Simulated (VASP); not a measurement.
# Mg3Si2N (P-4m2) in VASP: notebook

Mg3Si2N is run at these levels: PBE; tasks: single point, relaxation of cell and atoms.

All numbers are computed with VASP 6.6.1; they aren't measurements. Logs are shortened: lines on timing, memory, paths and dates and some standing lists are left out, and cuts for length are marked.

### Step 1. The cell of the first run

The structure is tetragonal, space group P-4m2 (No. 115). Conventional cell: a = 3.387 Å, b = 3.387 Å, c = 7.422 Å, α = 90.00°, β = 90.00°, γ = 90.00°. Within 3.4 Å of Mg (site symmetry -4m2) lie 4 N at 2.39 Å and 4 Si at 2.60 Å and 8 Mg at 3.30 to 3.39 Å. Mg (site symmetry 2mm) has 5 Si at 2.54 to 2.61 Å and 10 Mg at 2.97 to 3.39 Å and 2 N at 3.30 Å within 3.4 Å. Within 3.4 Å of Si (site symmetry 2mm) lie 7 Mg at 2.54 to 2.61 Å and 2 N at 2.60 Å and 4 Si at 3.39 Å. Within 3.4 Å of N (site symmetry -4m2) lie 8 Mg at 2.39 to 3.30 Å and 4 Si at 2.60 Å and 4 N at 3.39 Å.

The cell was generated, and may not be a known phase.

### Step 2. Single point, PBE

The input, INCAR:

```
PREC     = Accurate       # precision mode
ENCUT    = 520            # plane-wave cutoff, eV
EDIFF    = 1E-6           # SCF threshold, eV
ISMEAR   = 0              # smearing method
SIGMA    = 0.1            # smearing width, eV
LREAL    = F              # projectors in reciprocal space
LASPH    = T              # aspherical terms in the spheres
NELM     = 100            # most SCF steps
ALGO     = Normal         # electronic algorithm
ISIF     = 2              # what is computed and relaxed
LWAVE    = F              # write WAVECAR
LCHARG   = F              # write CHGCAR
GGA      = PE             # functional
NBANDS   = 18             # bands
```

The input, KPOINTS:

```
regular mesh
0
Gamma
  6 6 4
```

The input, POSCAR:

```
Mg3Si2N
1.0
    3.3866072700      0.0000000000      0.0000000000
    0.0000000000      3.3866072700      0.0000000000
    0.0000000000      0.0000000000      7.4221930400
Mg Si N
3 2 1
Direct
    0.5000000000      0.5000000000      0.0000000000
    0.0000000000      0.5000000000      0.3820000000
    0.5000000000      0.0000000000      0.6180000000
    0.0000000000      0.5000000000      0.7340000300
    0.5000000000      0.0000000000      0.2659999700
    0.0000000000      0.0000000000      0.0000000000
```

Potentials or basis: VASP PAW PBE potentials, release 64 (Mg, Si, N).

Started as:

```
$ cat potpaw_PBE.64/Mg/POTCAR potpaw_PBE.64/Si/POTCAR potpaw_PBE.64/N/POTCAR > POTCAR
$ mpirun -np 1 vasp_std > vasp.out
```

OUTCAR:

```text
PREC = Accurate
   ENCUT = 520
   EDIFF = 1E-6
   ISMEAR = 0
   LREAL = F
   LASPH = T
   NELM = 100
   ISIF = 2
   GGA = PE

 ion  position               nearest neighbor table
   1  0.500  0.500  0.000-   6 2.39   6 2.39   6 2.39   6 2.39   5 2.60   4 2.60   4 2.60   5 2.60
                             2 3.30   3 3.30   3 3.30   2 3.30
   2  0.000  0.500  0.382-   5 2.54   5 2.54   5 2.54   5 2.54   4 2.61   3 2.97   3 2.97   3 2.97
                             3 2.97   1 3.30   1 3.30
   3  0.500  0.000  0.618-   4 2.54   4 2.54   4 2.54   4 2.54   5 2.61   2 2.97   2 2.97   2 2.97
                             2 2.97   1 3.30   1 3.30
   4  0.000  0.500  0.734-   3 2.54   3 2.54   3 2.54   3 2.54   1 2.60   1 2.60   2 2.61
   5  0.500  0.000  0.266-   2 2.54   2 2.54   2 2.54   2 2.54   1 2.60   1 2.60   3 2.61
   6  0.000  0.000  0.000-   1 2.39   1 2.39   1 2.39   1 2.39

  LATTYP: Found a simple tetragonal cell.
 ALAT       =     3.3866072700
 C/A-ratio  =     2.1916308707

  Lattice vectors:

 A1 = (   3.3866072700,   0.0000000000,   0.0000000000)
 A2 = (   0.0000000000,   3.3866072700,   0.0000000000)
 A3 = (   0.0000000000,   0.0000000000,   7.4221930400)

Analysis of symmetry for initial positions (statically):
=====================================================================
 Subroutine PRICEL returns:
 Original cell was already a primitive cell.

 Routine SETGRP: Setting up the symmetry group for a
 simple tetragonal supercell.

 Subroutine GETGRP returns: Found  8 space group operations
 (whereof  8 operations were pure point group operations)
 out of a pool of 16 trial point group operations.

The static configuration has the point symmetry D_2d.

Analysis of symmetry for dynamics (positions and initial velocities):
=====================================================================
 Subroutine PRICEL returns:
 Original cell was already a primitive cell.

 Routine SETGRP: Setting up the symmetry group for a
 simple tetragonal supercell.

 Subroutine GETGRP returns: Found  8 space group operations
 (whereof  8 operations were pure point group operations)
 out of a pool of 16 trial point group operations.

The dynamic configuration has the point symmetry D_2d.

 Subroutine INISYM returns: Found  8 space group operations
 (whereof  8 operations are pure point group operations),
 and found     1 'primitive' translations

----------------------------------------------------------------------------------------

                                     Primitive cell

  volume of cell :      85.1259

  direct lattice vectors                    reciprocal lattice vectors
     3.386607270  0.000000000  0.000000000     0.295280769  0.000000000  0.000000000
     0.000000000  3.386607270  0.000000000     0.000000000  0.295280769  0.000000000
[... 105 lines left out ...]
   NUPDOWN=      -1.0000    fix difference up-down
   EMIN   =  10.00;   EMAX   =-10.00  energy-range for DOS
   EFERMI =   0.00;   METHOD = LEGACY
   ISMEAR =     0;   SIGMA  =   0.10  broadening in eV -4-tet -1-fermi 0-gaus
   EFERMI_NEDOS =   21; number of points for ismear=-14 and -15
   IALGO  =     38    algorithm
   IMIX   =      4    mixing-type and parameters
     AMIX     =   0.40;   BMIX     =  1.00
     AMIX_MAG =   1.60;   BMIX_MAG =  1.00
  volume/ion in A,a.u.               =      14.19        95.74
  Fermi-wavevector in a.u.,A,eV,Ry     =   0.993052  1.876596 13.417420  0.986153
  Thomas-Fermi vector in A             =   2.124907
   LORBIT       =      0    0 simple, 1 ext, 2 COOP (PROOUT), +10 PAW based schemes
   GGA     = PE    functional components
   LHFCALC =     F    Hartree Fock is set to
   AEXX    =    0.0000 exact exchange contribution
   IVDW    =     0    specifies the selected vdW correction
   LEPSILON=     F    determine dielectric tensor
   LRPA    =     F    only Hartree local field effects (RPA)
 non-spin polarized calculation
 Gauss-broadening in eV      SIGMA  =   0.10
  energy-cutoff  :      520.00
  volume of cell :       85.13
 maximum number of plane-waves:      2328
 NGX is ok and might be reduce to    28
   NGX = 13   NGY = 13   NGZ = 27

 number of electron      18.9999997 magnetization

 Free energy of the ion-electron system (eV)
  ---------------------------------------------------
  ext. energy  EPLUGINS =         0.00000000
  ---------------------------------------------------
  free energy    TOTEN  =       -20.51684715 eV

  energy without entropy =      -20.49631217  energy(sigma->0) =      -20.50657966

 E-fermi :   6.2498     XC(G=0): -10.3373

 val. band max:        6.2289114107   @ k =   0.3333   0.1667   0.2500
 cond. band min:       6.2539374970   @ k =   0.3333   0.3333   0.0000
 fundamental gap:      0.0250260863
 Fermi energy:         6.2497545116

 k-point     1 :       0.0000    0.0000    0.0000
  band No.  band energies     occupation
      1      -8.2013      2.00000
      2      -3.8721      2.00000
      3      -3.5048      2.00000
      4       2.3866      2.00000
      5       3.1048      2.00000
      6       3.9145      2.00000
[... 481 lines left out ...]
      5       1.6073      2.00000
      6       2.8061      2.00000
[... 10 lines left out ...]
     17      12.4046      0.00000
     18      13.3580      0.00000

 [... further k-points ...]

------------------------ aborting loop because EDIFF is reached ----------------------------------------

  FORCE on cell =-STRESS in cart. coord.  units (eV):
  Direction    XX          YY          ZZ          XY          YZ          ZX
  --------------------------------------------------------------------------------------
  -------------------------------------------------------------------------------------
  Total        5.9409160      5.9409160      8.9332625      0.0000000      0.0000000      0.0000000
  in kB      111.8155178    111.8155178    168.1352437      0.0000000      0.0000000      0.0000000
  external PRESSURE =     130.5887598 kB  Pullay stress =       0.0000000 kB

 VOLUME and BASIS-vectors are now :
 -----------------------------------------------------------------------------
  energy-cutoff  :      520.00
  volume of cell :       85.13
      direct lattice vectors                 reciprocal lattice vectors
     3.386607270  0.000000000  0.000000000     0.295280769  0.000000000  0.000000000
     0.000000000  3.386607270  0.000000000     0.000000000  0.295280769  0.000000000
     0.000000000  0.000000000  7.422193040     0.000000000  0.000000000  0.134731069

 POSITION                                       TOTAL-FORCE (eV/Angst)
 -----------------------------------------------------------------------------------
      1.69330      1.69330      0.00000        -0.000000      0.000000     -0.000000
      0.00000      1.69330      2.83528        -0.000000      0.000000     -0.080862
      1.69330      0.00000      4.58692        -0.000000      0.000000      0.080862
      0.00000      1.69330      5.44789        -0.000000      0.000000      0.892862
      1.69330      0.00000      1.97430         0.000000      0.000000     -0.892862
      0.00000      0.00000      0.00000         0.000000      0.000000     -0.000000
 -----------------------------------------------------------------------------------
    total drift:                               -0.000000     -0.000000     -0.000000

  FREE ENERGIE OF THE ION-ELECTRON SYSTEM (eV)
  ---------------------------------------------------
  free  energy   TOTEN  =       -20.5168471488 eV

  energy  without entropy=      -20.4963121654  energy(sigma->0) =      -20.50657966
```

stdout:

```text
POSCAR found type information on POSCAR MgSiN
 POSCAR found :  3 types and       6 ions
 scaLAPACK will be used
 LDA part: xc-table for (Slater+PW92), standard interpolation
 POSCAR, INCAR and KPOINTS ok, starting setup
 FFT: planning ... GRIDC
 FFT: planning ... GRID_SOFT
 FFT: planning ... GRID
 WAVECAR not read
 entering main loop
```

It took 63 s on 1 thread of Intel Xeon Platinum 8375C at 2.90GHz (Ice Lake), shared host; peak memory 0.21 GiB.

Results:

| Property | Result |
| --- | --- |
| Free energy | -20.5168 eV |
| Pressure | 13.1 GPa |
| Largest force | 0.893 eV/Å |
| Band gap on the k mesh | zero (an odd number of electrons rules out a gap without spin polarisation) |

Forces in eV/Å, atoms in the order of the input:
```
Mg   0.000  0.000  0.000
Mg   0.000  0.000 -0.081
Mg   0.000  0.000  0.081
Si   0.000  0.000  0.893
Si   0.000  0.000 -0.893
N    0.000  0.000  0.000
```

Caveat: the stress differs along the axes, from 11 to 17 GPa; an odd number of electrons without spin polarisation forces a metal; a magnetic or distorted state may lie lower.

### Step 3. Single point, PBE

This run uses another cell than the first one, of 16.47 Å³/atom.

The input, INCAR:

```
  PREC = Accurate
  ENCUT = 520
  EDIFF = 1E-6
  ISMEAR = 0
  SIGMA = 0.1
  LREAL = False
  LASPH = True
  NELM = 80
  ALGO = Normal
  ISIF = 2
  LWAVE = False
  LCHARG = False
  GGA = PE
  NBANDS = 18
```

The input, KPOINTS:

```
Automatic mesh
0
Gamma
  6 6 4
```

The input, POSCAR:

```
Mg3Si2N
1.0
    3.0353965157      0.0000000000      0.0000000000
    0.0000000000      3.0353965157      0.0000000000
    0.0000000000      0.0000000000     10.7282214775
Mg Si N
3 2 1
Direct
    0.5000000000      0.5000000000      0.0000000000
    0.0000000000      0.5000000000      0.3887592572
    0.5000000000      0.0000000000      0.6112407428
    0.0000000000      0.5000000000      0.7868459643
    0.5000000000      0.0000000000      0.2131540357
    0.0000000000      0.0000000000      0.0000000000
```

Potentials or basis: VASP PAW PBE potentials, release 64 (Mg, Si, N).

Started as:

```
$ cat potpaw_PBE.64/Mg/POTCAR potpaw_PBE.64/Si/POTCAR potpaw_PBE.64/N/POTCAR > POTCAR
$ mpirun -np 1 vasp_std > vasp.out
```

It took 68 s on 1 thread of Intel Xeon Platinum 8375C at 2.90GHz (Ice Lake), shared host; peak memory 0.22 GiB.

The run converged. Its results:

```yaml
Free_energy: -22.2223 eV
Pressure: -0.4 GPa
Largest_force: 0.037 eV/Å
Band_gap_on_the_k_mesh: zero (an odd number of electrons rules out a gap without spin polarisation)
```

Forces in eV/Å, atoms in the order of the input:
```
Mg   0.000  0.000  0.000
Mg   0.000  0.000  0.037
Mg   0.000  0.000 -0.037
Si   0.000  0.000 -0.015
Si   0.000  0.000  0.015
N    0.000  0.000  0.000
```

Levels at points of the mesh, in eV from the Fermi level:
```
           k point  band 8  band 9  band 10  band 11  band 12  band 13
(0.00, 0.00, 0.00)   -0.64    0.09     4.06     4.06     4.14     4.34
(0.50, 0.00, 0.00)   -1.36   -1.32    -0.40    -0.12     2.18     3.45
(0.50, 0.50, 0.00)   -2.42   -2.00    -0.04     0.93     0.93     1.32
(0.00, 0.00, 0.50)   -0.64    1.80     2.87     4.03     4.03     4.37
(0.50, 0.00, 0.50)   -1.98   -0.40    -0.21     0.87     0.88     2.49
(0.50, 0.50, 0.50)   -2.50   -1.88    -0.32     1.21     1.21     1.52
```

Caveat: an odd number of electrons without spin polarisation forces a metal; a magnetic or distorted state may lie lower.

### Step 4. Single point, PBE

This run uses another cell than the first one, of 16.30 Å³/atom.

The input, INCAR:

```
PREC = Accurate ; ENCUT = 520
EDIFF = 1E-6 ; ISMEAR = 0
SIGMA = 0.1 ; LREAL = False
LASPH = True ; NELM = 60
ALGO = Normal ; ISIF = 2
LWAVE = False ; LCHARG = True
GGA = PE ; LELF = True
LVHAR = True ; NBANDS = 18
```

The input, KPOINTS:

```
regular mesh
0
Gamma
  12 12 4
```

The input, POSCAR:

```
Mg3Si2N
1.0
    3.0146076533      0.0000000000      0.0000000000
    0.0000000000      3.0146076533      0.0000000000
    0.0000000000      0.0000000000     10.7595989626
Mg Si N
3 2 1
Direct
    0.5000000000      0.5000000000      0.0000000000
    0.0000000000      0.5000000000      0.3880101306
    0.5000000000      0.0000000000      0.6119898694
    0.0000000000      0.5000000000      0.7866907138
    0.5000000000      0.0000000000      0.2133092862
    0.0000000000      0.0000000000      0.0000000000
```

Started as:

```
$ cat potpaw_PBE.64/Mg/POTCAR potpaw_PBE.64/Si/POTCAR potpaw_PBE.64/N/POTCAR > POTCAR
$ mpirun -np 1 vasp_std > vasp.out
```

Run time: 2.8 min. Hardware: 1 thread of Intel Xeon Platinum 8375C at 2.90GHz (Ice Lake), shared host; peak memory 0.29 GiB.

It converged, with:

| Item | Value |
| --- | --- |
| Free energy | -22.1679 eV |
| Pressure | -0.2 GPa |
| Band gap on the k mesh | zero (an odd number of electrons rules out a gap without spin polarisation) |

Levels at points of the mesh, in eV from the Fermi level:
| k point | band 8 | band 9 | band 10 | band 11 | band 12 | band 13 |
| --- | --- | --- | --- | --- | --- | --- |
| (0.00, 0.00, 0.00) | -0.58 | 0.02 | 4.11 | 4.17 | 4.17 | 4.44 |
| (0.50, 0.00, 0.00) | -1.41 | -1.35 | -0.35 | -0.16 | 2.16 | 3.41 |
| (0.50, 0.50, 0.00) | -2.44 | -2.02 | -0.04 | 0.95 | 0.95 | 1.33 |
| (0.00, 0.00, 0.50) | -0.58 | 1.76 | 2.81 | 4.15 | 4.15 | 4.48 |
| (0.50, 0.00, 0.50) | -2.02 | -0.35 | -0.25 | 0.82 | 0.86 | 2.45 |
| (0.50, 0.50, 0.50) | -2.51 | -1.90 | -0.32 | 1.21 | 1.21 | 1.53 |

Caveat: an odd number of electrons without spin polarisation forces a metal; a magnetic or distorted state may lie lower.

(Part 1 of 2 ends here.)

The gap in the log of VASP goes by the Fermi energy; the results here count the filled bands.